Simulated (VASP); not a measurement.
# Si2C (P-3m1) in VASP: further runs

Si2C is run at these levels: PBE; tasks: single point.

All numbers are computed with VASP 6.6.1; they aren't measurements. Logs are shortened: lines on timing, memory, paths and dates and some standing lists are left out, and cuts for length are marked.

## (1) The cell of the first run

Symmetry: P-3m1, No. 164, trigonal system. The conventional cell has a = 2.967 Å, b = 2.967 Å, c = 4.244 Å, α = 90.00°, β = 90.00°, γ = 120.00°. Si (site symmetry 3m) has 3 C at 2.07 Å and 3 Si at 2.56 Å within 2.7 Å. Within 2.7 Å of C (site symmetry -3m) lie 6 Si at 2.07 Å.

## (2) Single point, PBE

Contents of INCAR:

```
  PREC = Accurate
  ENCUT = 520
  EDIFF = 1E-6
  ISMEAR = 0
  SIGMA = 0.1
  LREAL = F
  LASPH = T
  NELM = 80
  ALGO = Normal
  ISIF = 2
  LWAVE = F
  LCHARG = F
  GGA = PE
  NBANDS = 13
```

Contents of KPOINTS:

```
regular mesh
0
Gamma
  6 6 4
```

Contents of POSCAR:

```
Si2C
1.0
    2.9668441102     -0.0000000029      0.0000000000
   -1.4834220526      2.5693623700      0.0000000000
    0.0000000000      0.0000000000      4.2437413896
Si C
2 1
Direct
    0.6666666667      0.3333333333      0.2246344678
    0.3333333333      0.6666666667      0.7753655322
    0.0000000000      0.0000000000      0.5000000000
```

Potentials or basis: VASP PAW PBE potentials, release 64 (Si, C).

Run with:

```console
cat potpaw_PBE.64/Si/POTCAR potpaw_PBE.64/C/POTCAR > POTCAR
mpirun -np 1 vasp_std > vasp.out
```

OUTCAR:

```text
PREC = Accurate
   ENCUT = 520
   EDIFF = 1E-6
   ISMEAR = 0
   LREAL = F
   LASPH = T
   NELM = 80
   ISIF = 2
   GGA = PE

 ion  position               nearest neighbor table
   1  0.667  0.333  0.225-   3 2.07   3 2.07   3 2.07   2 2.56   2 2.56   2 2.56   2 2.90   2 2.90
                             2 2.90
   2  0.333  0.667  0.775-   3 2.07   3 2.07   3 2.07   1 2.56   1 2.56   1 2.56   1 2.90   1 2.90
                             1 2.90
   3  0.000  0.000  0.500-   1 2.07   2 2.07   1 2.07   2 2.07   1 2.07   2 2.07

  LATTYP: Found a hexagonal cell.
 ALAT       =     2.9668441102
 C/A-ratio  =     1.4303890707

  Lattice vectors:

 A1 = (   2.9668441102,  -0.0000000029,   0.0000000000)
 A2 = (  -1.4834220526,   2.5693623700,   0.0000000000)
 A3 = (   0.0000000000,   0.0000000000,   4.2437413896)

Analysis of symmetry for initial positions (statically):
=====================================================================
 Subroutine PRICEL returns:
 Original cell was already a primitive cell.

 Routine SETGRP: Setting up the symmetry group for a
 hexagonal supercell.

 Subroutine GETGRP returns: Found 12 space group operations
 (whereof 12 operations were pure point group operations)
 out of a pool of 24 trial point group operations.

The static configuration has the point symmetry D_3d.

Analysis of symmetry for dynamics (positions and initial velocities):
=====================================================================
 Subroutine PRICEL returns:
 Original cell was already a primitive cell.

 Routine SETGRP: Setting up the symmetry group for a
 hexagonal supercell.

 Subroutine GETGRP returns: Found 12 space group operations
 (whereof 12 operations were pure point group operations)
 out of a pool of 24 trial point group operations.

The dynamic configuration has the point symmetry D_3d.

 Subroutine INISYM returns: Found 12 space group operations
 (whereof 12 operations are pure point group operations),
 and found     1 'primitive' translations

----------------------------------------------------------------------------------------

                                     Primitive cell

  volume of cell :      32.3496

  direct lattice vectors                    reciprocal lattice vectors
     2.966844110 -0.000000003  0.000000000     0.337058492  0.194600810  0.000000000
    -1.483422053  2.569362370  0.000000000     0.000000000  0.389201621  0.000000000
     0.000000000  0.000000000  4.243741390     0.000000000  0.000000000  0.235641126

  length of vectors
     2.966844110  2.966844110  4.243741390     0.389201621  0.389201621  0.235641126

  position of ions in fractional coordinates (direct lattice)
     0.666666667  0.333333333  0.224634468
     0.333333333  0.666666667  0.775365532
     0.000000000  0.000000000  0.500000000

  ion indices of the primitive-cell ions
   primitive index   ion index
                 1           1
                 2           2
                 3           3

----------------------------------------------------------------------------------------

 KPOINTS: regular mesh

Automatic generation of k-mesh.
 Grid dimensions read from file:
 generate k-points for:    6    6    4

 Generating k-lattice:

  Cartesian coordinates                     Fractional coordinates (reciprocal lattice)
     0.056176415  0.032433468  0.000000000     0.166666667 -0.000000000  0.000000000
     0.000000000  0.064866937  0.000000000    -0.000000000  0.166666667  0.000000000
     0.000000000  0.000000000  0.058910282     0.000000000  0.000000000  0.250000000

  Length of vectors
     0.064866937  0.064866937  0.058910282

  Shift w.r.t. Gamma in fractional coordinates (k-lattice)
     0.000000000  0.000000000  0.000000000

 Subroutine IBZKPT returns following result:
 ===========================================

 Found     24 irreducible k-points:

 Following reciprocal coordinates:
            Coordinates               Weight
  0.000000  0.000000  0.000000      1.000000
  0.166667  0.000000  0.000000      6.000000
  0.333333  0.000000  0.000000      6.000000
  0.500000  0.000000  0.000000      3.000000
  0.166667  0.166667  0.000000      6.000000
  0.333333  0.166667  0.000000     12.000000
[... 16 lines left out ...]
  0.333333  0.166667  0.500000     12.000000
  0.333333  0.333333  0.500000      2.000000
   k-points           NKPTS =     24   k-points in BZ     NKDIM =     24   number of bands    NBANDS=     13
   number of dos      NEDOS =    301   number of ions     NIONS =      3
   total plane-waves  NPLWV =  18432
   dimension x,y,z NGX =    24 NGY =   24 NGZ =   32
   dimension x,y,z NGXF=    48 NGYF=   48 NGZF=   64
   ions per type =               2   1
   NGX,Y,Z   is equivalent  to a cutoff of  13.45, 13.45, 12.54 a.u.
   NGXF,Y,Z  is equivalent  to a cutoff of  26.90, 26.90, 25.07 a.u.
 SYSTEM =  unknown system
   PREC   = accura    normal or accurate (medium, high low for compatibility)
   ISTART =      0    job   : 0-new  1-cont  2-samecut
   ICHARG =      2    charge: 1-file 2-atom 10-const
   ISPIN  =      1    spin polarized calculation?
   LNONCOLLINEAR =      F non collinear calculations
   LSORBIT =      F    spin-orbit coupling
   LASPH  =      T    aspherical Exc in radial PAW
   ENCUT  =  520.0 eV  38.22 Ry    6.18 a.u.   5.52  5.52  7.89*2*pi/ulx,y,z
   NELM   =     80;   NELMIN=  2; NELMDL= -5     # of ELM steps
   EDIFF  = 0.1E-05   stopping-criterion for ELM
   LREAL  =      F    real-space projection
   EDIFFG = 0.1E-04   stopping-criterion for IOM
   NSW    =      0    number of steps for IOM
   IBRION =     -1    ionic relax: 0-MD 1-quasi-New 2-CG
   NFREE  =      0    steps in history (QN), initial steepest desc. (CG)
   ISIF   =      2    stress and relaxation
   ISYM   =      2    0-nonsym 1-usesym 2-fastsym
   POTIM  = 0.5000    time-step for ionic-motion
   TEBEG  =    0.0;   TEEND  =   0.0 temperature during run
   PSTRESS=    0.0 pullay stress
   NELECT =      12.0000    total number of electrons
   NUPDOWN=      -1.0000    fix difference up-down
   EMIN   =  10.00;   EMAX   =-10.00  energy-range for DOS
   EFERMI =   0.00;   METHOD = LEGACY
   ISMEAR =     0;   SIGMA  =   0.10  broadening in eV -4-tet -1-fermi 0-gaus
   EFERMI_NEDOS =   21; number of points for ismear=-14 and -15
   IALGO  =     38    algorithm
   IMIX   =      4    mixing-type and parameters
     AMIX     =   0.40;   BMIX     =  1.00
     AMIX_MAG =   1.60;   BMIX_MAG =  1.00
  volume/ion in A,a.u.               =      10.78        72.77
  Fermi-wavevector in a.u.,A,eV,Ry     =   1.176284  2.222855 18.825625  1.383644
  Thomas-Fermi vector in A             =   2.312651
   LORBIT       =      0    0 simple, 1 ext, 2 COOP (PROOUT), +10 PAW based schemes
   GGA     = PE    functional components
   LHFCALC =     F    Hartree Fock is set to
   AEXX    =    0.0000 exact exchange contribution
   IVDW    =     0    specifies the selected vdW correction
   LEPSILON=     F    determine dielectric tensor
   LRPA    =     F    only Hartree local field effects (RPA)
 non-spin polarized calculation
 Gauss-broadening in eV      SIGMA  =   0.10
  energy-cutoff  :      520.00
  volume of cell :       32.35
 maximum number of plane-waves:       915
 NGX is ok and might be reduce to    24
   NGX = 11   NGY = 11   NGZ = 15

 number of electron      11.9999999 magnetization

 Free energy of the ion-electron system (eV)
  ---------------------------------------------------
  ext. energy  EPLUGINS =         0.00000000
  ---------------------------------------------------
  free energy    TOTEN  =       -18.19396705 eV

  energy without entropy =      -18.18847590  energy(sigma->0) =      -18.19122148

 E-fermi :  11.4413     XC(G=0): -11.8198

 val. band max:       11.3538663498   @ k =   0.3333   0.1667   0.2500
 cond. band min:      11.5026371428   @ k =  -0.1667   0.5000   0.2500
 fundamental gap:      0.1487707930
 Fermi energy:        11.4413246511

 k-point     1 :       0.0000    0.0000    0.0000
  band No.  band energies     occupation
      1      -6.0483      2.00000
      2       2.1512      2.00000
      3       2.2019      2.00000
      4       9.5770      2.00000
      5       9.5770      2.00000
      6      15.1742      0.00000
      7      15.1742      0.00000
      8      15.9412      0.00000
      9      17.7582      0.00000
     10      19.7135      0.00000
     11      21.1416      0.00000
     12      21.1416      0.00000
     13      22.3266      0.00000

 k-point     2 :       0.1667    0.0000    0.0000
  band No.  band energies     occupation
      1      -5.4946      2.00000
      2       2.6448      2.00000
      3       2.7384      2.00000
      4       7.0572      2.00000
      5       8.7393      2.00000
      6      13.0490      0.00000
      7      15.7435      0.00000
      8      15.9211      0.00000
      9      16.7836      0.00000
     10      18.5673      0.00000
     11      19.2268      0.00000
     12      20.0003      0.00000
     13      20.7060      0.00000

 k-point     3 :       0.3333    0.0000    0.0000
  band No.  band energies     occupation
      1      -3.8777      2.00000
      2       2.5314      2.00000
      3       4.2433      2.00000
      4       4.7064      2.00000
      5       7.6060      2.00000
      6      10.1699      2.00000
      7      11.7116      0.00013
      8      13.8282      0.00000
      9      15.8575      0.00000
     10      17.8694      0.00000
     11      18.7627      0.00000
     12      19.4577      0.00000
     13      21.6646      0.00000

 k-point     4 :       0.5000    0.0000    0.0000
  band No.  band energies     occupation
      1      -1.9503      2.00000
      2      -0.1107      2.00000
      3       5.6747      2.00000
      4       6.8704      2.00000
      5       7.1699      2.00000
      6       7.2509      2.00000
      7       9.3704      2.00000
      8      12.7644      0.00000
      9      15.5611      0.00000
     10      17.4049      0.00000
     11      18.4119      0.00000
     12      19.0122      0.00000
     13      23.3828      0.00000

 k-point     5 :       0.1667    0.1667    0.0000
  band No.  band energies     occupation
      1      -4.4066      2.00000
      2       3.3373      2.00000
      3       3.7564      2.00000
      4       5.1779      2.00000
      5       6.2522      2.00000
      6      12.3309      0.00000
      7      13.3461      0.00000
      8      14.0379      0.00000
      9      15.8499      0.00000
     10      16.9356      0.00000
     11      17.7361      0.00000
     12      21.3311      0.00000
     13      21.9505      0.00000
[... 257 lines left out ...]
 k-point    22 :       0.1667    0.1667    0.5000
  band No.  band energies     occupation
      1      -3.6717      2.00000
      2      -0.3963      2.00000
      3       5.0559      2.00000
      4       6.8536      2.00000
      5       8.4350      2.00000
      6      10.2098      2.00000
      7      12.7193      0.00000
      8      14.4496      0.00000
      9      15.9450      0.00000
     10      18.0433      0.00000
     11      19.7895      0.00000
     12      20.8480      0.00000
     13      21.8615      0.00000

 k-point    23 :       0.3333    0.1667    0.5000
  band No.  band energies     occupation
      1      -1.8190      2.00000
      2       1.8574      2.00000
      3       2.1741      2.00000
      4       5.2057      2.00000
      5       5.4816      2.00000
      6       8.5563      2.00000
      7      13.4436      0.00000
      8      15.2039      0.00000
      9      16.6104      0.00000
     10      18.3351      0.00000
     11      19.9334      0.00000
     12      20.1871      0.00000
     13      21.0853      0.00000

 k-point    24 :       0.3333    0.3333    0.5000
  band No.  band energies     occupation
      1      -0.7133      2.00000
      2       2.4955      2.00000
      3       2.4955      2.00000
      4       4.3034      2.00000
      5       5.0845      2.00000
      6       5.0845      2.00000
      7      14.2851      0.00000
      8      17.8827      0.00000
      9      17.8827      0.00000
     10      18.3003      0.00000
     11      18.3003      0.00000
     12      18.9503      0.00000
     13      22.5322      0.00000

------------------------ aborting loop because EDIFF is reached ----------------------------------------

  FORCE on cell =-STRESS in cart. coord.  units (eV):
  Direction    XX          YY          ZZ          XY          YZ          ZX
  --------------------------------------------------------------------------------------
  -------------------------------------------------------------------------------------
  Total        0.0271101      0.0271101      0.0182555     -0.0000000      0.0000000      0.0000000
  in kB        1.3426822      1.3426822      0.9041387     -0.0000000      0.0000000      0.0000000
  external PRESSURE =       1.1965010 kB  Pullay stress =       0.0000000 kB

 VOLUME and BASIS-vectors are now :
 -----------------------------------------------------------------------------
  energy-cutoff  :      520.00
  volume of cell :       32.35
      direct lattice vectors                 reciprocal lattice vectors
     2.966844110 -0.000000003  0.000000000     0.337058492  0.194600810  0.000000000
    -1.483422053  2.569362370  0.000000000     0.000000000  0.389201621  0.000000000
     0.000000000  0.000000000  4.243741390     0.000000000  0.000000000  0.235641126

 POSITION                                       TOTAL-FORCE (eV/Angst)
 -----------------------------------------------------------------------------------
      1.48342      0.85645      0.95329         0.000000     -0.000000     -0.018651
      0.00000      1.71291      3.29045        -0.000000      0.000000      0.018651
      0.00000      0.00000      2.12187         0.000000     -0.000000      0.000000
 -----------------------------------------------------------------------------------
    total drift:                               -0.000000      0.000000      0.000000

  FREE ENERGIE OF THE ION-ELECTRON SYSTEM (eV)
  ---------------------------------------------------
  free  energy   TOTEN  =       -18.1939670513 eV

  energy  without entropy=      -18.1884758998  energy(sigma->0) =      -18.19122148
```

Run time: 6.4 s. Hardware: 1 thread of AMD EPYC 9R45 (Zen 5), shared host; peak memory 0.11 GiB.

Results:

```yaml
Free_energy: -18.1940 eV
Pressure: 0.1 GPa
Largest_force: 0.019 eV/Å
Band_gap_on_the_k_mesh: zero (band 6 reaches 15.43 eV, above the bottom of band 7 at 9.37 eV)
```

Forces on the atoms (eV/Å):
```
Si   0.000  0.000 -0.019
Si   0.000  0.000  0.019
C    0.000  0.000  0.000
```

Levels at points of the mesh, in eV from the Fermi level:
```csv
k point,band 3,band 4,band 5,band 6,band 7,band 8,band 9,band 10
"(0.00, 0.00, 0.00)",-9.24,-1.86,-1.86,3.73,3.73,4.50,6.32,8.27
"(0.50, 0.00, 0.00)",-5.77,-4.57,-4.27,-4.19,-2.07,1.32,4.12,5.96
"(0.00, 0.00, 0.50)",-2.52,-1.72,-1.72,1.34,5.05,5.22,5.22,5.58
"(0.50, 0.00, 0.50)",-8.52,-8.16,-3.93,-0.22,0.97,1.43,5.73,5.90
```

Caveat: the k points lie up to 0.41 Å⁻¹ apart.

## (3) Single point, PBE

This run uses another cell than the first one, of 11.66 Å³/atom, 1.081 times its volume.

Contents of INCAR:

```
ALGO = Normal
EDIFF = 1E-6
ENCUT = 520
GGA = PE
ISIF = 2
ISMEAR = 0
LASPH = True
LCHARG = False
LREAL = False
LWAVE = False
NBANDS = 13
NELM = 100
PREC = Accurate
SIGMA = 0.1
```

Contents of KPOINTS:

```
k-points
0
Gamma
  6 6 4
```

Contents of POSCAR:

```
Si2C
1.0
    2.9954164100      0.0000000000      0.0000000000
   -1.4977082000      2.5941067000      0.0000000000
    0.0000000000      0.0000000000      4.5012225700
Si C
2 1
Direct
    0.6666666700      0.3333333300      0.2467073100
    0.3333333300      0.6666666700      0.7532926900
    0.0000000000      0.0000000000      0.5000000000
```

Potentials or basis: VASP PAW PBE potentials, release 64 (Si, C).

Run with:

```console
cat potpaw_PBE.64/Si/POTCAR potpaw_PBE.64/C/POTCAR > POTCAR
mpirun -np 1 vasp_std > vasp.out
```

Run time: 7.6 s. Hardware: 1 thread of AMD EPYC 9R45 (Zen 5), shared host; peak memory 0.12 GiB.

Results (log left out):

| Property | Result |
| --- | --- |
| Free energy | -17.9696 eV |
| Pressure | -3.3 GPa |
| Largest force | 1.472 eV/Å |
| Band gap on the k mesh | zero (band 6 reaches 14.30 eV, above the bottom of band 7 at 7.95 eV) |

Forces on the atoms (eV/Å):
```
Si   0.000  0.000 -1.472
Si   0.000  0.000  1.472
C    0.000  0.000  0.000
```

Stress tensor (GPa, compression positive):
```
-2.44  0.00  0.00
 0.00 -2.44  0.00
 0.00  0.00 -5.01
```

Levels at points of the mesh, in eV from the Fermi level:
```tsv
k point	band 3	band 4	band 5	band 6	band 7	band 8	band 9	band 10
(0.00, 0.00, 0.00)	-8.66	-2.31	-2.31	3.76	3.76	3.88	4.74	8.15
(0.50, 0.00, 0.00)	-6.12	-4.60	-4.09	-3.68	-2.59	1.03	4.92	5.17
(0.00, 0.00, 0.50)	-2.83	-2.24	-2.24	-0.30	4.24	4.55	4.55	6.35
(0.50, 0.00, 0.50)	-7.90	-7.23	-4.43	-0.11	0.40	2.19	4.24	4.36
```

Caveat: the k points lie up to 0.40 Å⁻¹ apart; forces of over 1 eV/Å act on the atoms, so gaps and moduli don't describe the material at rest.
